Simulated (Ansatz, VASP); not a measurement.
# Te in VASP and in Ansatz

```
Te
1.0
     4.93020    0.00000    0.00000
    -2.46510    4.26968    0.00000
     0.00000    0.00000   26.68981
Te
2
Direct
  0.33333 0.66667 0.31469
  0.66667 0.33333 0.28479
```

Alike in both runs: functional PBE; k mesh 6 × 6 × 1; occupations gaussian, width 0.1 eV; no spin polarisation.

Ansatz relaxed the structure, and its values are those at the end. VASP's run is a single point on that final structure, the one shown.

```csv
,VASP,Ansatz
version,VASP 6.6.1,Ansatz 0.2.0
potentials or method,"VASP PAW PBE potentials, release 64 (Te), cutoff 520 eV","scalar-relativistic, plane waves, PAW"
valence electrons in the cell,12,32
```

|  | VASP | Ansatz | Ansatz less VASP |
| --- | --- | --- | --- |
| gap on the k mesh at the Fermi level (eV) | none | none | - |
| rms of the force components (eV/Å) | 0.002 | 0.004 | +0.0020 |

A gap of «none» marks a metal or a gap that the smearing closes. The functional is the same, so the differences come from potentials, cutoffs and numerics. VASP's potentials hold 12 valence electrons a cell and Ansatz's 32, so a difference there can come from the potentials and not from the codes. Ansatz's warnings: slab cell height set.

Spin-orbit coupling is off throughout.
